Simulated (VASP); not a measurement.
# MnSi15 (F-43m) in VASP: single point with PBEsol+U

Aim: the single point of MnSi15 with PBEsol+U.

Program: VASP 6.6.1. These are calculated values, not measurements. Logs are shortened: lines on timing, memory, paths and dates and some standing lists are left out, and cuts for length are marked.

### 1 The cell of the first run

It takes space group F-43m (No. 216, cubic). Conventional cell: a = 10.874 Å, b = 10.874 Å, c = 10.874 Å, α = 90.00°, β = 90.00°, γ = 90.00°. Within 3.2 Å of Mn (site symmetry -43m) lie 4 Si at 2.43 Å. Si (site symmetry 2mm) has 4 Si at 2.33 to 2.35 Å within 3.1 Å. Within 3.1 Å of Si (site symmetry -43m) lie 4 Si at 2.35 Å. Si (site symmetry 3m) has 3 Si at 2.33 Å and 1 Mn at 2.43 Å within 3.1 Å. Si (site symmetry 3m) has 4 Si at 2.35 Å within 3.1 Å.

### 2 Single point, PBEsol+U

Contents of INCAR:

```
PREC = Accurate
ENCUT = 680
EDIFF = 1E-6
ISMEAR = 0
SIGMA = 0.05
LREAL = Auto
LASPH = T
NELM = 200
ALGO = Normal
ISIF = 2
LWAVE = F
LCHARG = F
LMAXMIX = 4
LDAU = T
LDAUTYPE = 2
LDAUL = 2 -1
LDAUU = 5.5 0
LDAUJ = 0 0
LDAUPRINT = 1
GGA = PS
NBANDS = 52
GGA_COMPAT = F
```

Contents of KPOINTS:

```
regular mesh
0
Gamma
  3 3 3
```

Contents of POSCAR:

```
MnSi15
1.0
    0.0000000000      5.4370000000      5.4370000000
    5.4370000000      0.0000000000      5.4370000000
    5.4370000000      5.4370000000      0.0000000000
Mn Si
1 15
Direct
    0.0000000000      1.0000000000      1.0000000000
    0.9996156210      0.9996156210      0.5003843790
    0.9996156210      0.5003843790      0.9996156210
    0.9996156210      0.5003843790      0.5003843790
    0.5003843790      0.9996156210      0.9996156210
    0.5003843790      0.9996156210      0.5003843790
    0.5003843790      0.5003843790      0.9996156210
    0.5000000000      0.5000000000      0.5000000000
    0.1288894793      0.1288894793      0.1288894793
    0.1288894793      0.1288894793      0.6133315620
    0.1288894793      0.6133315620      0.1288894793
    0.1256551594      0.6247816135      0.6247816135
    0.6133315620      0.1288894793      0.1288894793
    0.6247816135      0.1256551594      0.6247816135
    0.6247816135      0.6247816135      0.1256551594
    0.6247816135      0.6247816135      0.6247816135
```

Potentials or basis: VASP PAW PBE potentials, release 64 (Mn_sv, Si).

Started as:

```console
$ cat potpaw_PBE.64/Mn_sv/POTCAR potpaw_PBE.64/Si/POTCAR > POTCAR
$ mpirun -np 1 vasp_std > vasp.out
```

OUTCAR:

```text
PREC = Accurate
   ENCUT = 680
   EDIFF = 1E-6
   ISMEAR = 0
   LREAL = Auto
   LASPH = T
   NELM = 200
   ISIF = 2
   GGA = PS

 ion  position               nearest neighbor table
   1  0.000  0.000  0.000-   9 2.43  10 2.43  11 2.43  13 2.43
   2  1.000  1.000  0.500-  10 2.33   9 2.33  12 2.35  14 2.35
   3  1.000  0.500  1.000-  11 2.33   9 2.33  12 2.35  15 2.35
   4  1.000  0.500  0.500-  10 2.33  11 2.33  12 2.35  16 2.35
   5  0.500  1.000  1.000-  13 2.33   9 2.33  14 2.35  15 2.35
   6  0.500  1.000  0.500-  10 2.33  13 2.33  14 2.35  16 2.35
[... 8 lines left out ...]
  15  0.625  0.625  0.126-   8 2.35   7 2.35   3 2.35   5 2.35
  16  0.625  0.625  0.625-   8 2.35   6 2.35   7 2.35   4 2.35

  LATTYP: Found a face centered cubic cell.
 ALAT       =    10.8740000000

  Lattice vectors:

 A1 = (   0.0000000000,   5.4370000000,   5.4370000000)
 A2 = (   5.4370000000,   0.0000000000,   5.4370000000)
 A3 = (   5.4370000000,   5.4370000000,   0.0000000000)

Analysis of symmetry for initial positions (statically):
=====================================================================
 Subroutine PRICEL returns:
 Original cell was already a primitive cell.

 Routine SETGRP: Setting up the symmetry group for a
 face centered cubic supercell.

 Subroutine GETGRP returns: Found 24 space group operations
 (whereof 24 operations were pure point group operations)
 out of a pool of 48 trial point group operations.

The static configuration has the point symmetry T_d .

Analysis of symmetry for dynamics (positions and initial velocities):
=====================================================================
 Subroutine PRICEL returns:
 Original cell was already a primitive cell.

 Routine SETGRP: Setting up the symmetry group for a
 face centered cubic supercell.

 Subroutine GETGRP returns: Found 24 space group operations
 (whereof 24 operations were pure point group operations)
 out of a pool of 48 trial point group operations.

The dynamic configuration has the point symmetry T_d .

 Subroutine INISYM returns: Found 24 space group operations
 (whereof 24 operations are pure point group operations),
 and found     1 'primitive' translations

----------------------------------------------------------------------------------------

                                     Primitive cell

  volume of cell :     321.4460

  direct lattice vectors                    reciprocal lattice vectors
     0.000000000  5.437000000  5.437000000    -0.091962479  0.091962479  0.091962479
     5.437000000  0.000000000  5.437000000     0.091962479 -0.091962479  0.091962479
     5.437000000  5.437000000  0.000000000     0.091962479  0.091962479 -0.091962479

  length of vectors
     7.689079139  7.689079139  7.689079139     0.159283687  0.159283687  0.159283687

  position of ions in fractional coordinates (direct lattice)
     0.000000000  0.000000000  0.000000000
     0.999615621  0.999615621  0.500384379
     0.999615621  0.500384379  0.999615621
     0.999615621  0.500384379  0.500384379
     0.500384379  0.999615621  0.999615621
     0.500384379  0.999615621  0.500384379
[... 8 lines left out ...]
     0.624781613  0.624781613  0.125655159
     0.624781613  0.624781613  0.624781613

  ion indices of the primitive-cell ions
   primitive index   ion index
                 1           1
                 2           2
                 3           3
                 4           4
                 5           5
                 6           6
[... 8 lines left out ...]
                15          15
                16          16

----------------------------------------------------------------------------------------

 KPOINTS: regular mesh

Automatic generation of k-mesh.
 Grid dimensions read from file:
 generate k-points for:    3    3    3

 Generating k-lattice:

  Cartesian coordinates                     Fractional coordinates (reciprocal lattice)
    -0.030654160  0.030654160  0.030654160     0.333333333  0.000000000  0.000000000
     0.030654160 -0.030654160  0.030654160     0.000000000  0.333333333  0.000000000
     0.030654160  0.030654160 -0.030654160     0.000000000  0.000000000  0.333333333

  Length of vectors
     0.053094562  0.053094562  0.053094562

  Shift w.r.t. Gamma in fractional coordinates (k-lattice)
     0.000000000  0.000000000  0.000000000

 Subroutine IBZKPT returns following result:
 ===========================================

 Found      4 irreducible k-points:

 Following reciprocal coordinates:
            Coordinates               Weight
  0.000000  0.000000  0.000000      1.000000
  0.333333  0.000000  0.000000      8.000000
  0.333333  0.333333  0.000000      6.000000
 -0.333333  0.333333  0.000000     12.000000
   k-points           NKPTS =      4   k-points in BZ     NKDIM =      4   number of bands    NBANDS=     52
   number of dos      NEDOS =    301   number of ions     NIONS =     16
   total plane-waves  NPLWV = 343000
   dimension x,y,z NGX =    70 NGY =   70 NGZ =   70
   dimension x,y,z NGXF=   140 NGYF=  140 NGZF=  140
   ions per type =               1  15
   NGX,Y,Z   is equivalent  to a cutoff of  15.13, 15.13, 15.13 a.u.
   NGXF,Y,Z  is equivalent  to a cutoff of  30.27, 30.27, 30.27 a.u.
 SYSTEM =  unknown system
   PREC   = accura    normal or accurate (medium, high low for compatibility)
   ISTART =      0    job   : 0-new  1-cont  2-samecut
   ICHARG =      2    charge: 1-file 2-atom 10-const
   ISPIN  =      1    spin polarized calculation?
   LNONCOLLINEAR =      F non collinear calculations
   LSORBIT =      F    spin-orbit coupling
   LASPH  =      T    aspherical Exc in radial PAW
   ENCUT  =  680.0 eV  49.98 Ry    7.07 a.u.  16.35 16.35 16.35*2*pi/ulx,y,z
   NELM   =    200;   NELMIN=  2; NELMDL= -5     # of ELM steps
   EDIFF  = 0.1E-05   stopping-criterion for ELM
   LREAL  =      T    real-space projection
   EDIFFG = 0.1E-04   stopping-criterion for IOM
   NSW    =      0    number of steps for IOM
   IBRION =     -1    ionic relax: 0-MD 1-quasi-New 2-CG
   NFREE  =      0    steps in history (QN), initial steepest desc. (CG)
   ISIF   =      2    stress and relaxation
   ISYM   =      2    0-nonsym 1-usesym 2-fastsym
   POTIM  = 0.5000    time-step for ionic-motion
   TEBEG  =    0.0;   TEEND  =   0.0 temperature during run
   PSTRESS=    0.0 pullay stress
   NELECT =      75.0000    total number of electrons
   NUPDOWN=      -1.0000    fix difference up-down
   EMIN   =  10.00;   EMAX   =-10.00  energy-range for DOS
   EFERMI =   0.00;   METHOD = LEGACY
   ISMEAR =     0;   SIGMA  =   0.05  broadening in eV -4-tet -1-fermi 0-gaus
   EFERMI_NEDOS =   21; number of points for ismear=-14 and -15
   IALGO  =     38    algorithm
   IMIX   =      4    mixing-type and parameters
     AMIX     =   0.40;   BMIX     =  1.00
     AMIX_MAG =   1.60;   BMIX_MAG =  1.00
  volume/ion in A,a.u.               =      20.09       135.58
  Fermi-wavevector in a.u.,A,eV,Ry     =   1.007842  1.904546 13.820065  1.015746
  Thomas-Fermi vector in A             =   2.140672
   LORBIT       =      0    0 simple, 1 ext, 2 COOP (PROOUT), +10 PAW based schemes
 LDA+U is selected, type is set to LDAUTYPE =  2
   angular momentum for each species LDAUL =     2   -1
   U (eV)           for each species LDAUU =   5.5  0.0
   J (eV)           for each species LDAUJ =   0.0  0.0
   GGA     = PS    functional components
   LHFCALC =     F    Hartree Fock is set to
   AEXX    =    0.0000 exact exchange contribution
   IVDW    =     0    specifies the selected vdW correction
   LEPSILON=     F    determine dielectric tensor
   LRPA    =     F    only Hartree local field effects (RPA)
 non-spin polarized calculation
 Gauss-broadening in eV      SIGMA  =   0.05
  energy-cutoff  :      680.00
  volume of cell :      321.45
 maximum number of plane-waves:     12946
 NGX is ok and might be reduce to    70
   NGX = 33   NGY = 33   NGZ = 33

atom =   1  type =  1  l = 2

 onsite density matrix

spin component  1

  0.2415  0.0000 -0.0000 -0.0000  0.0000
  0.0000  0.2415  0.0000  0.0000  0.0000
 -0.0000  0.0000  0.8308  0.0000  0.0000
 -0.0000  0.0000  0.0000  0.2415 -0.0000
  0.0000  0.0000  0.0000 -0.0000  0.8308

spin component  2

  0.2415  0.0000 -0.0000 -0.0000  0.0000
  0.0000  0.2415  0.0000  0.0000  0.0000
 -0.0000  0.0000  0.8308  0.0000  0.0000
 -0.0000  0.0000  0.0000  0.2415 -0.0000
  0.0000  0.0000  0.0000 -0.0000  0.8308

 occupancies and eigenvectors

  o =  0.2415  v =  1.0000  0.0000  0.0000  0.0000  0.0000  0.0000  0.0000  0.0000  0.0000  0.0000      0.0000  0.0000  0.0000  0.0000  0.0000  0.0000  0.0000  0.0000  0.0000  0.0000
  o =  0.2415  v =  0.0000  0.0000  0.0000  0.0000  0.0000  1.0000  0.0000  0.0000  0.0000  0.0000      0.0000  0.0000  0.0000  0.0000  0.0000  0.0000  0.0000  0.0000  0.0000  0.0000
  o =  0.2415  v =  0.0000 -0.1570 -0.0000 -0.9876 -0.0000  0.0000  0.0000  0.0000  0.0000  0.0000      0.0000  0.0000  0.0000  0.0000  0.0000  0.0000  0.0000  0.0000  0.0000  0.0000
  o =  0.2415  v =  0.0000 -0.9876 -0.0000  0.1570 -0.0000  0.0000  0.0000  0.0000  0.0000  0.0000      0.0000  0.0000  0.0000  0.0000  0.0000  0.0000  0.0000  0.0000  0.0000  0.0000
  o =  0.2415  v =  0.0000  0.0000  0.0000  0.0000  0.0000  0.0000 -0.1570 -0.0000 -0.9876 -0.0000      0.0000  0.0000  0.0000  0.0000  0.0000  0.0000  0.0000  0.0000  0.0000  0.0000
  o =  0.2415  v =  0.0000  0.0000  0.0000  0.0000  0.0000  0.0000 -0.9876 -0.0000  0.1570 -0.0000      0.0000  0.0000  0.0000  0.0000  0.0000  0.0000  0.0000  0.0000  0.0000  0.0000
  o =  0.8308  v =  0.0000  0.0000  0.0000  0.0000  0.0000  0.0000 -0.0000  1.0000  0.0000 -0.0084      0.0000  0.0000  0.0000  0.0000  0.0000  0.0000  0.0000  0.0000  0.0000  0.0000
  o =  0.8308  v =  0.0000 -0.0000  1.0000  0.0000 -0.0084  0.0000  0.0000  0.0000  0.0000  0.0000      0.0000  0.0000  0.0000  0.0000  0.0000  0.0000  0.0000  0.0000  0.0000  0.0000
  o =  0.8308  v =  0.0000  0.0000 -0.0084  0.0000 -1.0000  0.0000  0.0000  0.0000  0.0000  0.0000      0.0000  0.0000  0.0000  0.0000  0.0000  0.0000  0.0000  0.0000  0.0000  0.0000
  o =  0.8308  v =  0.0000  0.0000  0.0000  0.0000  0.0000  0.0000  0.0000 -0.0084  0.0000 -1.0000      0.0000  0.0000  0.0000  0.0000  0.0000  0.0000  0.0000  0.0000  0.0000  0.0000

 number of electron      74.9999991 magnetization

 Free energy of the ion-electron system (eV)
  ---------------------------------------------------
  ext. energy  EPLUGINS =         0.00000000
  ---------------------------------------------------
  free energy    TOTEN  =       -86.45121662 eV

  energy without entropy =      -86.42997636  energy(sigma->0) =      -86.44059649

 E-fermi :   5.4048     XC(G=0):  -9.6002

 val. band max:        5.3766424839   @ k =   0.3333   0.0000   0.0000
 cond. band min:       5.4379609811   @ k =  -0.3333   0.3333   0.0000
 fundamental gap:      0.0613184972
 Fermi energy:         5.4048369354

 k-point     1 :       0.0000    0.0000    0.0000
  band No.  band energies     occupation
      1     -72.8779      2.00000
      2     -41.7685      2.00000
      3     -41.7685      2.00000
      4     -41.7684      2.00000
      5      -6.1250      2.00000
      6      -3.9166      2.00000
[... 41 lines left out ...]
     48       8.1850      0.00000
     49       8.4116      0.00000

 k-point     2 :       0.3333    0.0000    0.0000
  band No.  band energies     occupation
      1     -72.8779      2.00000
      2     -41.7685      2.00000
      3     -41.7685      2.00000
      4     -41.7684      2.00000
      5      -5.7830      2.00000
      6      -4.7612      2.00000
[... 41 lines left out ...]
     48       8.2889      0.00000
     49       8.5640      0.00000

 k-point     3 :       0.3333    0.3333    0.0000
  band No.  band energies     occupation
      1     -72.8779      2.00000
      2     -41.7685      2.00000
      3     -41.7685      2.00000
      4     -41.7685      2.00000
      5      -5.6634      2.00000
      6      -4.3508      2.00000
[... 41 lines left out ...]
     48       8.6290      0.00000
     49       8.6728      0.00000

 k-point     4 :      -0.3333    0.3333    0.0000
  band No.  band energies     occupation
      1     -72.8779      2.00000
      2     -41.7685      2.00000
      3     -41.7685      2.00000
      4     -41.7685      2.00000
      5      -5.2566      2.00000
      6      -4.9572      2.00000
[... 41 lines left out ...]
     48       9.1426      0.00000
     49       9.2446      0.00000
 [bands above 49 left out]

------------------------ aborting loop because EDIFF is reached ----------------------------------------

  FORCE on cell =-STRESS in cart. coord.  units (eV):
  Direction    XX          YY          ZZ          XY          YZ          ZX
  --------------------------------------------------------------------------------------
  -------------------------------------------------------------------------------------
  Total        0.5039051      0.5039051      0.5039051     -0.0000000     -0.0000000     -0.0000000
  in kB        2.5116050      2.5116050      2.5116050     -0.0000000     -0.0000000     -0.0000000
  external PRESSURE =       2.5116050 kB  Pullay stress =       0.0000000 kB

 VOLUME and BASIS-vectors are now :
 -----------------------------------------------------------------------------
  energy-cutoff  :      680.00
  volume of cell :      321.45
      direct lattice vectors                 reciprocal lattice vectors
     0.000000000  5.437000000  5.437000000    -0.091962479  0.091962479  0.091962479
     5.437000000  0.000000000  5.437000000     0.091962479 -0.091962479  0.091962479
     5.437000000  5.437000000  0.000000000     0.091962479  0.091962479 -0.091962479

 POSITION                                       TOTAL-FORCE (eV/Angst)
 -----------------------------------------------------------------------------------
      0.00000      0.00000      0.00000        -0.000000     -0.000000     -0.000000
      8.15550      8.15550     10.86982         0.000000      0.000000     -0.014566
      8.15550     10.86982      8.15550         0.000000     -0.014566     -0.000000
      5.44118      8.15550      8.15550         0.014566      0.000000     -0.000000
     10.86982      8.15550      8.15550        -0.014566      0.000000     -0.000000
      8.15550      5.44118      8.15550         0.000000      0.014566     -0.000000
[... 8 lines left out ...]
      4.08012      4.08012      6.79388        -0.003585     -0.003585      0.003585
      6.79388      6.79388      6.79388         0.003585      0.003585      0.003585
 -----------------------------------------------------------------------------------
    total drift:                                0.000000      0.000000      0.000000

  FREE ENERGIE OF THE ION-ELECTRON SYSTEM (eV)
  ---------------------------------------------------
  free  energy   TOTEN  =       -86.4512166165 eV

  energy  without entropy=      -86.4299763640  energy(sigma->0) =      -86.44059649
```

It took 15 min on 1 thread of Intel Xeon Platinum 8488C (Sapphire Rapids), shared host; peak memory 0.66 GiB.

Results:

- Free energy: -86.4512 eV
- Pressure: 0.3 GPa
- Largest force: 0.867 eV/Å
- Band gap on the k mesh: zero (an odd number of electrons rules out a gap without spin polarisation)

Forces in eV/Å, atoms in the order of the input:
```
Mn   0.000  0.000  0.000
Si   0.000  0.000 -0.015
Si   0.000 -0.015  0.000
Si   0.015  0.000  0.000
Si  -0.015  0.000  0.000
Si   0.000  0.015  0.000
Si   0.000  0.000  0.015
Si   0.000  0.000  0.000
Si  -0.501 -0.501 -0.501
Si   0.501  0.501 -0.501
Si   0.501 -0.501  0.501
Si   0.004 -0.004 -0.004
Si  -0.501  0.501  0.501
Si  -0.004  0.004 -0.004
Si  -0.004 -0.004  0.004
Si   0.004  0.004  0.004
```

Eigenvalues of the final occupation matrices:
```csv
site,spin,trace,eigenvalues
site 1 d,1,2.39,0.24 0.24 0.24 0.83 0.83
site 1 d,2,2.39,0.24 0.24 0.24 0.83 0.83
```

Caveat: the PAW data sets were made with another functional, which shifts forces and pressure a little; an odd number of electrons without spin polarisation forces a metal; a magnetic or distorted state may lie lower; the run has no spin polarisation, though such a crystal can be magnetic; U without spin polarisation on a metal has little footing; the U is typed as a test and isn't derived for this compound.

The gap in the log of VASP goes by the Fermi energy; the results here count the filled bands.